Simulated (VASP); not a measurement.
Write the native input for VASP 6.6.1 that does the following.

| Quantity | Value |
| --- | --- |
| Task | single point |
| Functional | LDA |
| Potentials or basis | VASP PAW LDA potentials, release 64 (In_d, P) |
| Cutoff | 500 eV |
| k mesh | 6 × 6 × 6 |
| Occupations | gaussian, width 0.1 eV |
| Spin | no spin polarisation |
| Dipole correction | no |
| Further INCAR settings | ALGO = Normal; EDIFF = 1e-06; NBANDS = 16 |

The structure of InP lies in POSCAR:

```
InP
1.0
    0.0000000000      2.9305000000      2.9305000000
    2.9305000000      0.0000000000      2.9305000000
    2.9305000000      2.9305000000      0.0000000000
In P
1 1
Direct
    0.0000000000      0.0000000000      0.0000000000
    0.7500000000      0.7500000000      0.7500000000
```

One way to write it, as run:

INCAR

```
SYSTEM = InP
  PREC = Accurate
  ENCUT = 500
  EDIFF = 1E-6
  ISMEAR = 0
  SIGMA = 0.1
  LREAL = .FALSE.
  LASPH = .TRUE.
  NELM = 120
  ALGO = Normal
  ISIF = 2
  LWAVE = .FALSE.
  LCHARG = .FALSE.
  NBANDS = 16
  GGA_COMPAT = .FALSE.
```

KPOINTS

```
regular mesh
0
G
  6 6 6
  0 0 0
```

Potentials or basis: VASP PAW LDA potentials, release 64 (In_d, P).

The run is started by

```console
$ cat potpaw_LDA.64/In_d/POTCAR potpaw_LDA.64/P/POTCAR > POTCAR
$ mpirun -np 1 vasp_std > vasp.out
```

Results of the run:

- Pressure: -1.2 GPa
- Band gap on the k mesh: 0.51 eV, direct

Caveat: spin-orbit coupling is left out, which moves the levels of the heavy elements.

Wall time 21 s on 1 thread of AMD EPYC 7R43 64-Core Processor (Zen 3), on a shared host, peak memory 0.1 GiB.
